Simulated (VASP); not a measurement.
Input of a VASP 6.6.1 run:

File INCAR:

```
SYSTEM = FeO
  PREC = Accurate
  ENCUT = 520
  EDIFF = 1E-6
  ISMEAR = -1
  SIGMA = 0.05
  LREAL = .FALSE.
  LASPH = .TRUE.
  NELM = 150
  ALGO = Normal
  ISIF = 2
  LWAVE = .FALSE.
  LCHARG = .FALSE.
  ISPIN = 2
  MAGMOM = 3 0
  LORBIT = 11
  LMAXMIX = 4
  GGA = PS
  NBANDS = 18
```

Contents of KPOINTS:

```
Automatic mesh
0
G
  11 11 11
  0 0 0
```

POSCAR

```
FeO
1.0
    0.0000000000      2.1228367286      2.1228367286
    2.1228367286      0.0000000000      2.1228367286
    2.1228367286      2.1228367286      0.0000000000
Fe O
1 1
Direct
    0.0000000000      0.0000000000      0.0000000000
    0.5000000000      0.5000000000      0.5000000000
```

Potentials or basis: VASP PAW PBE potentials, release 64 (Fe, O).

The run is started by

```sh
$ cat potpaw_PBE.64/Fe/POTCAR potpaw_PBE.64/O/POTCAR > POTCAR
$ mpirun -np 1 vasp_std > vasp.out
```

What does it give for the pressure?

0.5 GPa.

Estimate the site moments.

Fe +3.60; O +0.31 μB.

Caveat: the PAW data sets were made with another functional, which shifts forces and pressure a little; a cell with one magnetic atom can't hold antiferromagnetic order, which such compounds often take; semilocal functionals often make such compounds metallic where correlation or magnetic order opens a gap, which also shifts bond lengths.

**Measured values to compare with.**

“W\"ustite: Electric, thermodynamic and optical properties of FeO”, 2012, arxiv:1203.1201 quotes, for a bulk crystal of FeO: band gap 2.4 eV (optical).

Against the measured gap of FeO, 2.4 eV (optical; quoted in “W\"ustite: Electric, thermodynamic and optical properties of FeO”, 2012, arxiv:1203.1201), the calculated 0.00 eV is off by -2.40 eV. So large a miss can be the level of theory's own, or it may mean another phase, state or a wrong row. The value is that of PBEsol on a finite k mesh, which can miss the band edges, without temperature or zero-point motion. Semilocal functionals fall short of measured gaps as a rule. The run's magnetic order (collinear spin, ferromagnetic start) needn't be the measured crystal's.
